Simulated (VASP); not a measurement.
# Pt (Fm-3m) in VASP: notebook, part 3 of 3

VASP 6.6.1. Earlier steps stand in the parts before.

## (6) Single point, PBEsol

This run uses another cell than the first one, of 15.38 Å³/atom, 1.085 times its volume.

INCAR reads:

```
ALGO = Normal
EDIFF = 1E-6
ENCUT = 500
GGA = PS
GGA_COMPAT = F
ISIF = 2
ISMEAR = 1
LASPH = T
LCHARG = F
LREAL = F
LWAVE = F
NBANDS = 11
NELM = 120
PREC = Accurate
SIGMA = 0.15
```

KPOINTS reads:

```
k-points
0
Gamma
  13 13 13
```

POSCAR reads:

```
Pt
1.0
    0.0000000000      1.9738864712      1.9738864712
    1.9738864712      0.0000000000      1.9738864712
    1.9738864712      1.9738864712      0.0000000000
Pt
1
Direct
    0.0000000000      0.0000000000      0.0000000000
```

Potentials or basis: VASP PAW PBE potentials, release 64 (Pt).

The run is started by

```console
> cat potpaw_PBE.64/Pt/POTCAR > POTCAR
> mpirun -np 1 vasp_std > vasp.out
```

OUTCAR:

```text
EDIFF = 1E-6
   ENCUT = 500
   GGA = PS
   ISIF = 2
   ISMEAR = 1
   LASPH = T
   LREAL = F
   NELM = 120
   PREC = Accurate

 ion  position               nearest neighbor table
   1  0.000  0.000  0.000-

  LATTYP: Found a face centered cubic cell.
 ALAT       =     3.9477729424

  Lattice vectors:

 A1 = (   0.0000000000,   1.9738864712,   1.9738864712)
 A2 = (   1.9738864712,   0.0000000000,   1.9738864712)
 A3 = (   1.9738864712,   1.9738864712,   0.0000000000)

Analysis of symmetry for initial positions (statically):
=====================================================================
 Subroutine PRICEL returns:
 Original cell was already a primitive cell.

 Routine SETGRP: Setting up the symmetry group for a
 face centered cubic supercell.

 Subroutine GETGRP returns: Found 48 space group operations
 (whereof 48 operations were pure point group operations)
 out of a pool of 48 trial point group operations.

The static configuration has the point symmetry O_h .

Analysis of symmetry for dynamics (positions and initial velocities):
=====================================================================
 Subroutine PRICEL returns:
[... 167 lines left out ...]
      4       7.0266      2.00000
      5       9.1346      2.00000
      6       9.1346      2.00000
      7      25.3982      0.00000
      8      30.2436      0.00000
      9      30.2436      0.00000
     10      30.2436      0.00000
     11      35.4736      0.00000
[... 309 lines left out ...]
 k-point    24 :       0.4615    0.1538    0.0000
  band No.  band energies     occupation
      1       4.1872      2.00000
      2       6.5217      2.00000
      3       7.3724      2.00000
      4       7.6902      2.00000
      5      10.8030      0.11442
      6      12.1378     -0.00000
      7      18.1166      0.00000
      8      26.1017      0.00000
      9      28.0321      0.00000
     10      29.0009      0.00000
     11      37.5152      0.00000

 [... further k-points ...]

------------------------ aborting loop because EDIFF is reached ----------------------------------------

  FORCE on cell =-STRESS in cart. coord.  units (eV):
  Direction    XX          YY          ZZ          XY          YZ          ZX
  --------------------------------------------------------------------------------------
  -------------------------------------------------------------------------------------
  Total       -0.6418145     -0.6418145     -0.6418145     -0.0000000      0.0000000      0.0000000
  in kB      -66.8534130    -66.8534130    -66.8534130     -0.0000000      0.0000000      0.0000000
  external PRESSURE =     -66.8534130 kB  Pullay stress =       0.0000000 kB

 VOLUME and BASIS-vectors are now :
 -----------------------------------------------------------------------------
  energy-cutoff  :      500.00
  volume of cell :       15.38
      direct lattice vectors                 reciprocal lattice vectors
     0.000000000  1.973886471  1.973886471    -0.253307375  0.253307375  0.253307375
     1.973886471  0.000000000  1.973886471     0.253307375 -0.253307375  0.253307375
     1.973886471  1.973886471  0.000000000     0.253307375  0.253307375 -0.253307375

 POSITION                                       TOTAL-FORCE (eV/Angst)
 -----------------------------------------------------------------------------------
      0.00000      0.00000      0.00000         0.000000     -0.000000      0.000000
 -----------------------------------------------------------------------------------
    total drift:                                0.000000      0.000000      0.000000

  FREE ENERGIE OF THE ION-ELECTRON SYSTEM (eV)
  ---------------------------------------------------
  free  energy   TOTEN  =        -6.9478570806 eV

  energy  without entropy=       -6.9448339906  energy(sigma->0) =       -6.94684938
```

stdout:

```text
POSCAR found type information on POSCAR Pt
 POSCAR found :  1 types and       1 ions
 scaLAPACK will be used
 -----------------------------------------------------------------------------
|                                                                             |
|                                                                             |
|     You enforced a specific xc type in the INCAR file but a different       |
|     I HOPE YOU KNOW WHAT YOU ARE DOING!                                     |
|                                                                             |
 -----------------------------------------------------------------------------

 LDA part: xc-table for (Slater+PW92), standard interpolation
 POSCAR, INCAR and KPOINTS ok, starting setup
 FFT: planning ... GRIDC
 FFT: planning ... GRID_SOFT
 FFT: planning ... GRID
 WAVECAR not read
 entering main loop
```

Wall time 6.7 s (1 thread of Intel Xeon 6975P-C (Granite Rapids), shared host); peak memory 0.13 GiB.

What came out:

| Quantity | Value |
| --- | --- |
| Free energy | -6.9479 eV |
| Pressure | -6.7 GPa |
| Band gap on the k mesh | zero (band 5 reaches 11.12 eV, above the bottom of band 6 at 9.03 eV) |

Levels at points of the mesh, in eV from the Fermi level:
```
           k point  band 1  band 2  band 3  band 4  band 5  band 6  band 7  band 8  band 9  band 10
(0.00, 0.00, 0.00)  -10.06   -3.68   -3.68   -3.68   -1.57   -1.57   14.69   19.54   19.54    19.54
```

Caveat: the PAW data sets were made with another functional, which shifts forces and pressure a little; spin-orbit coupling is left out, which moves the levels of the heavy elements.

## (7) Overview

```csv
cell,gap on the mesh (eV),pressure (GPa)
"a = 2.717 Å, angles 60.0°, 1 atom",none,19.3
"a = 2.736 Å, angles 60.0°, 1 atom",none,11.5
"a = 2.755 Å, angles 60.0°, 1 atom",none,4.7
"a = 2.773 Å, angles 60.0°, 1 atom",none,-1.4
"a = 2.791 Å, angles 60.0°, 1 atom",none,-6.7
```

Alike in all rows: task single point; level PBEsol; potentials or basis VASP PAW PBE potentials, release 64 (Pt); no spin polarisation; k mesh 13 × 13 × 13; cutoff (eV) 500; smearing methfessel-paxton 0.15 eV.

Caveats: the PAW data sets were made with another functional, which shifts forces and pressure a little; spin-orbit coupling is left out, which moves the levels of the heavy elements.

Absolute energies hang on the potentials; compare differences alone.
